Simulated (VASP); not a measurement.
# Ir (Fm-3m) in VASP: a series of runs

The runs below take Ir through relaxation of cell and atoms, single point, with r2SCAN.

Program: VASP 6.6.1. These are calculated values, not measurements. Logs are shortened: lines on timing, memory, paths and dates and some standing lists are left out, and cuts for length are marked.

### Step 1. The cell of the first run

The structure is cubic, space group Fm-3m (No. 225). The conventional cell has a = 4.038 Å, b = 4.038 Å, c = 4.038 Å, α = 90.00°, β = 90.00°, γ = 90.00°. Within 3.8 Å of Ir (site symmetry m-3m) lie 12 Ir at 2.86 Å.

### Step 2. Relaxation of cell and atoms, r2SCAN

POSCAR

```
Ir
1.0
    0.0000000000      2.0189070708      2.0189070708
    2.0189070708      0.0000000000      2.0189070708
    2.0189070708      2.0189070708      0.0000000000
Ir
1
Direct
    0.0000000000      0.0000000000      0.0000000000
```

INCAR.step1

```
PREC = Accurate
ENCUT = 620
ISMEAR = 0
SIGMA = 0.1
LREAL = F
LASPH = T
NELM = 120
GGA = PE
ALGO = Normal
EDIFF = 1E-5
LWAVE = T
LCHARG = F
GGA_COMPAT = F
IBRION = 2
ISIF = 3
EDIFFG = -0.005
NELMIN = 4
NSW = 100
```

INCAR.step2

```
PREC = Accurate
ENCUT = 620
EDIFF = 1E-7
ISMEAR = 0
SIGMA = 0.1
LREAL = F
LASPH = T
NELM = 120
ALGO = Normal
ISIF = 3
LWAVE = F
LCHARG = F
METAGGA = R2SCAN
LMIXTAU = T
IBRION = 2
NSW = 80
EDIFFG = -0.05
ISTART = 1
GGA_COMPAT = F
NELMIN = 4
```

KPOINTS

```
regular mesh
0
Gamma
  8 8 8
```

Potentials or basis: VASP PAW PBE potentials, release 64 (Ir_sv_GW).

Command:

```console
> cat potpaw_PBE.64/Ir_sv_GW/POTCAR > POTCAR
> cp INCAR.step1 INCAR
> mpirun -np 1 vasp_std > vasp.out
> cp INCAR.step2 INCAR
> mpirun -np 1 vasp_std > vasp.out
```

OUTCAR:

```text
PREC = Accurate
   ENCUT = 620
   EDIFF = 1E-7
   ISMEAR = 0
   LREAL = F
   LASPH = T
   NELM = 120
   ISIF = 3
   METAGGA = R2SCAN
   IBRION = 2
   NSW = 80
   EDIFFG = -0.05
   ISTART = 1
   NELMIN = 4

 ion  position               nearest neighbor table
   1  0.000  0.000  0.000-

  LATTYP: Found a face centered cubic cell.
 ALAT       =     4.0378141416

  Lattice vectors:

 A1 = (   0.0000000000,   2.0189070708,   2.0189070708)
 A2 = (   2.0189070708,   0.0000000000,   2.0189070708)
 A3 = (   2.0189070708,   2.0189070708,   0.0000000000)

Analysis of symmetry for initial positions (statically):
=====================================================================
 Subroutine PRICEL returns:
 Original cell was already a primitive cell.

 Routine SETGRP: Setting up the symmetry group for a
 face centered cubic supercell.

 Subroutine GETGRP returns: Found 48 space group operations
 (whereof 48 operations were pure point group operations)
 out of a pool of 48 trial point group operations.

The static configuration has the point symmetry O_h .

Analysis of symmetry for dynamics (positions and initial velocities):
=====================================================================
 Subroutine PRICEL returns:
 Original cell was already a primitive cell.

 Routine SETGRP: Setting up the symmetry group for a
 face centered cubic supercell.

 Subroutine GETGRP returns: Found 48 space group operations
 (whereof 48 operations were pure point group operations)
 out of a pool of 48 trial point group operations.

The dynamic configuration has the point symmetry O_h .

 Subroutine INISYM returns: Found 48 space group operations
 (whereof 48 operations are pure point group operations),
 and found     1 'primitive' translations

----------------------------------------------------------------------------------------

                                     Primitive cell

  volume of cell :      16.4581

  direct lattice vectors                    reciprocal lattice vectors
     0.000000000  2.018907071  2.018907071    -0.247658749  0.247658749  0.247658749
     2.018907071  0.000000000  2.018907071     0.247658749 -0.247658749  0.247658749
     2.018907071  2.018907071  0.000000000     0.247658749  0.247658749 -0.247658749

  length of vectors
     2.855165761  2.855165761  2.855165761     0.428957537  0.428957537  0.428957537

  position of ions in fractional coordinates (direct lattice)
     0.000000000  0.000000000  0.000000000

  ion indices of the primitive-cell ions
   primitive index   ion index
                 1           1

----------------------------------------------------------------------------------------

 KPOINTS: regular mesh

Automatic generation of k-mesh.
 Grid dimensions read from file:
 generate k-points for:    8    8    8

 Generating k-lattice:

  Cartesian coordinates                     Fractional coordinates (reciprocal lattice)
    -0.030957344  0.030957344  0.030957344     0.125000000  0.000000000  0.000000000
     0.030957344 -0.030957344  0.030957344     0.000000000  0.125000000  0.000000000
     0.030957344  0.030957344 -0.030957344     0.000000000  0.000000000  0.125000000

  Length of vectors
     0.053619692  0.053619692  0.053619692

  Shift w.r.t. Gamma in fractional coordinates (k-lattice)
     0.000000000  0.000000000  0.000000000

 Subroutine IBZKPT returns following result:
 ===========================================

 Found     29 irreducible k-points:

 Following reciprocal coordinates:
            Coordinates               Weight
  0.000000  0.000000  0.000000      1.000000
  0.125000  0.000000  0.000000      8.000000
  0.250000  0.000000  0.000000      8.000000
  0.375000  0.000000  0.000000      8.000000
  0.500000  0.000000  0.000000      4.000000
  0.125000  0.125000  0.000000      6.000000
[... 16 lines left out ...]
  0.500000  0.250000  0.125000     48.000000
 -0.375000  0.250000  0.125000     24.000000
 [... further k-points ...]
   k-points           NKPTS =     29   k-points in BZ     NKDIM =     29   number of bands    NBANDS=     12
   number of dos      NEDOS =    301   number of ions     NIONS =      1
   total plane-waves  NPLWV =  13824
   dimension x,y,z NGX =    24 NGY =   24 NGZ =   24
   dimension x,y,z NGXF=    48 NGYF=   48 NGZF=   48
   ions per type =               1
   NGX,Y,Z   is equivalent  to a cutoff of  13.97, 13.97, 13.97 a.u.
   NGXF,Y,Z  is equivalent  to a cutoff of  27.95, 27.95, 27.95 a.u.
 SYSTEM =  unknown system
   PREC   = accura    normal or accurate (medium, high low for compatibility)
   ISTART =      1    job   : 0-new  1-cont  2-samecut
   ICHARG =      0    charge: 1-file 2-atom 10-const
   ISPIN  =      1    spin polarized calculation?
   LNONCOLLINEAR =      F non collinear calculations
   LSORBIT =      F    spin-orbit coupling
   LASPH  =      T    aspherical Exc in radial PAW
   ENCUT  =  620.0 eV  45.57 Ry    6.75 a.u.   5.80  5.80  5.80*2*pi/ulx,y,z
   NELM   =    120;   NELMIN=  4; NELMDL=  0     # of ELM steps
   EDIFF  = 0.1E-06   stopping-criterion for ELM
   LREAL  =      F    real-space projection
   EDIFFG = -.5E-01   stopping-criterion for IOM
   NSW    =     80    number of steps for IOM
   IBRION =      2    ionic relax: 0-MD 1-quasi-New 2-CG
   NFREE  =      1    steps in history (QN), initial steepest desc. (CG)
   ISIF   =      3    stress and relaxation
   ISYM   =      2    0-nonsym 1-usesym 2-fastsym
   POTIM  = 0.5000    time-step for ionic-motion
   TEBEG  =    0.0;   TEEND  =   0.0 temperature during run
   PSTRESS=    0.0 pullay stress
   NELECT =      17.0000    total number of electrons
   NUPDOWN=      -1.0000    fix difference up-down
   EMIN   =  10.00;   EMAX   =-10.00  energy-range for DOS
   EFERMI =   0.00;   METHOD = LEGACY
   ISMEAR =     0;   SIGMA  =   0.10  broadening in eV -4-tet -1-fermi 0-gaus
   EFERMI_NEDOS =   21; number of points for ismear=-14 and -15
   IALGO  =     38    algorithm
   IMIX   =      4    mixing-type and parameters
     AMIX     =   0.40;   BMIX     =  1.00
     AMIX_MAG =   1.60;   BMIX_MAG =  1.00
  volume/ion in A,a.u.               =      16.46       111.06
  Fermi-wavevector in a.u.,A,eV,Ry     =   1.654874  3.127258 37.261002  2.738606
  Thomas-Fermi vector in A             =   2.743066
   LORBIT       =      0    0 simple, 1 ext, 2 COOP (PROOUT), +10 PAW based schemes
   METAGGA = R2SCAN    functional components
   LHFCALC =     F    Hartree Fock is set to
   AEXX    =    0.0000 exact exchange contribution
   IVDW    =     0    specifies the selected vdW correction
   LEPSILON=     F    determine dielectric tensor
   LRPA    =     F    only Hartree local field effects (RPA)
 conjugate gradient relaxation of ions
 non-spin polarized calculation
 Gauss-broadening in eV      SIGMA  =   0.10
  energy-cutoff  :      620.00
  volume of cell :       16.46
 maximum number of plane-waves:       589
   NGX = 11   NGY = 11   NGZ = 11

--------------------------------------- Ionic step        1  -------------------------------------------

 number of electron      17.0000000 magnetization

 Free energy of the ion-electron system (eV)
  ---------------------------------------------------
  ext. energy  EPLUGINS =         0.00000000
  ---------------------------------------------------
  free energy    TOTEN  =       -52.54082730 eV

  energy without entropy =      -52.53268165  energy(sigma->0) =      -52.53675448

 E-fermi :   9.9672     XC(G=0): -14.7909

 val. band max:        9.9214181916   @ k =  -0.3750   0.1250   0.0000
 cond. band min:       9.9939606722   @ k =  -0.3750   0.2500   0.0000
 fundamental gap:      0.0725424806
 Fermi energy:         9.9672013318

 k-point     1 :       0.0000    0.0000    0.0000
  band No.  band energies     occupation
      1     -84.7054      2.00000
      2     -40.6362      2.00000
      3     -40.6362      2.00000
      4     -40.6362      2.00000
      5      -0.0043      2.00000
      6       6.7601      2.00000
      7       6.7601      2.00000
      8       6.7601      2.00000
      9       8.8558      2.00000
     10       8.8558      2.00000
     11      24.5288      0.00000
     12      29.4931      0.00000

 k-point     2 :       0.1250    0.0000    0.0000
  band No.  band energies     occupation
      1     -84.7004      2.00000
      2     -40.7095      2.00000
      3     -40.6467      2.00000
      4     -40.6467      2.00000
      5       0.6022      2.00000
      6       6.4979      2.00000
      7       6.9792      2.00000
      8       6.9792      2.00000
      9       8.7536      2.00000
     10       8.7536      2.00000
     11      25.4280      0.00000
     12      27.1817      0.00000
[... 457 lines left out ...]
 POSITION                                       TOTAL-FORCE (eV/Angst)
 -----------------------------------------------------------------------------------
      1.93305      0.00000      1.93305         0.000000     -0.000000     -0.000000
 -----------------------------------------------------------------------------------
    total drift:                                0.000000      0.000000      0.000000

  FREE ENERGIE OF THE ION-ELECTRON SYSTEM (eV)
  ---------------------------------------------------
  free  energy   TOTEN  =       -52.8421395029 eV

  energy  without entropy=      -52.8352650305  energy(sigma->0) =      -52.83870227

--------------------------------------- Ionic step        5  -------------------------------------------

 number of electron      17.0000000 magnetization

 Free energy of the ion-electron system (eV)
  ---------------------------------------------------
  ext. energy  EPLUGINS =         0.00000000
  ---------------------------------------------------
  free energy    TOTEN  =       -52.84567486 eV

  energy without entropy =      -52.83891537  energy(sigma->0) =      -52.84229512

 E-fermi :  12.6146     XC(G=0): -15.8507

 val. band max:       12.5617554307   @ k =  -0.3750   0.1250   0.0000
 cond. band min:      12.6482896336   @ k =  -0.3750   0.2500   0.0000
 fundamental gap:      0.0865342028
 Fermi energy:        12.6145708492

 k-point     1 :       0.0000    0.0000    0.0000
  band No.  band energies     occupation
      1     -82.4906      2.00000
      2     -38.2862      2.00000
      3     -38.2862      2.00000
      4     -38.2862      2.00000
      5       1.1090      2.00000
      6       8.5927      2.00000
      7       8.5927      2.00000
      8       8.5927      2.00000
      9      11.2656      2.00000
     10      11.2656      2.00000
     11      26.8075      0.00000
     12      32.5938      0.00000

 k-point     2 :       0.1250    0.0000    0.0000
  band No.  band energies     occupation
      1     -82.4802      2.00000
      2     -38.4118      2.00000
      3     -38.3034      2.00000
      4     -38.3034      2.00000
      5       1.8096      2.00000
      6       8.2552      2.00000
      7       8.8620      2.00000
      8       8.8620      2.00000
      9      11.1198      2.00000
     10      11.1198      2.00000
     11      27.9576      0.00000
     12      30.2516      0.00000
[... 352 lines left out ...]
 POSITION                                       TOTAL-FORCE (eV/Angst)
 -----------------------------------------------------------------------------------
      0.00000      0.00000      0.00000        -0.000000      0.000000      0.000000
 -----------------------------------------------------------------------------------
    total drift:                                0.000000     -0.000000     -0.000000

  FREE ENERGIE OF THE ION-ELECTRON SYSTEM (eV)
  ---------------------------------------------------
  free  energy   TOTEN  =       -52.8456748618 eV

  energy  without entropy=      -52.8389153689  energy(sigma->0) =      -52.84229512

 reached required accuracy - stopping structural energy minimisation
```

It took 4.3 min on 1 thread of Intel Xeon Platinum 8259CL at 2.50GHz (Skylake/Cascade Lake), shared host; peak memory 0.16 GiB.

What came out:

| Property | Result |
| --- | --- |
| Free energy | -52.8457 eV |
| Relaxed volume | 14.23 Å³/atom |
| Relaxed cell | a = 2.720 Å, b = 2.720 Å, c = 2.720 Å, α = 60.00°, β = 60.00°, γ = 60.00° |
| Space group after relaxing (to 0.1 Å) | Fm-3m (No. 225) |
| Pressure after relaxing | 0.2 GPa |
| Band gap on the k mesh | zero (an odd number of electrons rules out a gap without spin polarisation) |

Final structure:
```
Ir
1.0
     0.00000    1.92352    1.92352
     1.92352    0.00000    1.92352
     1.92352    1.92352    0.00000
Ir
1
Direct
  0.00000 0.00000 0.00000
```

Caveat: the PAW data sets were made with another functional, which shifts forces and pressure a little; spin-orbit coupling is left out, which moves the levels of the heavy elements.

### Step 3. Single point, r2SCAN

This run uses another cell than the first one, of 14.20 Å³/atom.

POSCAR

```
Ir
1.0
    0.0000000000      1.9221286501      1.9221286501
    1.9221286501      0.0000000000      1.9221286501
    1.9221286501      1.9221286501      0.0000000000
Ir
1
Direct
    0.0000000000      0.0000000000      0.0000000000
```

INCAR.step1

```
PREC = Accurate ; ENCUT = 620
ISMEAR = 0 ; SIGMA = 0.1
LREAL = F ; LASPH = T
NELM = 120 ; NBANDS = 14
GGA = PE ; ALGO = Normal
EDIFF = 1E-5 ; LWAVE = T
LCHARG = F ; GGA_COMPAT = F
```

INCAR.step2

```
PREC = Accurate ; ENCUT = 620
EDIFF = 1E-6 ; ISMEAR = 0
SIGMA = 0.1 ; LREAL = F
LASPH = T ; NELM = 120
ALGO = Normal ; ISIF = 2
LWAVE = F ; LCHARG = T
METAGGA = R2SCAN ; LMIXTAU = T
LELF = T ; LVHAR = T
NBANDS = 14 ; ISTART = 1
GGA_COMPAT = F
```

KPOINTS

```
regular mesh
0
Gamma
  18 18 18
```

Potentials or basis: VASP PAW PBE potentials, release 64 (Ir_sv_GW).

Command:

```console
> cat potpaw_PBE.64/Ir_sv_GW/POTCAR > POTCAR
> cp INCAR.step1 INCAR
> mpirun -np 1 vasp_std > vasp.out
> cp INCAR.step2 INCAR
> mpirun -np 1 vasp_std > vasp.out
```

It took 90 s on 1 thread of Intel Xeon Platinum 8488C (Sapphire Rapids), shared host; peak memory 0.19 GiB.

It converged, with:

```yaml
Free_energy: -52.9120 eV
Pressure: -1.0 GPa
Band_gap_on_the_k_mesh: zero (an odd number of electrons rules out a gap without spin polarisation)
```

Levels at points of the mesh, in eV from the Fermi level:
| k point | band 4 | band 5 | band 6 | band 7 | band 8 | band 9 | band 10 | band 11 | band 12 | band 13 |
| --- | --- | --- | --- | --- | --- | --- | --- | --- | --- | --- |
| (0.00, 0.00, 0.00) | -50.88 | -11.50 | -4.01 | -4.01 | -4.01 | -1.32 | -1.32 | 14.24 | 20.01 | 20.01 |
| (0.50, 0.00, 0.00) | -51.00 | -8.40 | -4.17 | -4.17 | -0.73 | 0.89 | 0.89 | 7.62 | 14.00 | 19.96 |
| (0.50, 0.50, 0.00) | -51.19 | -8.19 | -7.61 | 0.80 | 1.53 | 1.53 | 1.72 | 11.03 | 12.00 | 12.00 |

Caveat: the PAW data sets were made with another functional, which shifts forces and pressure a little; spin-orbit coupling is left out, which moves the levels of the heavy elements.

The gap in the log of VASP goes by the Fermi energy; the results here count the filled bands.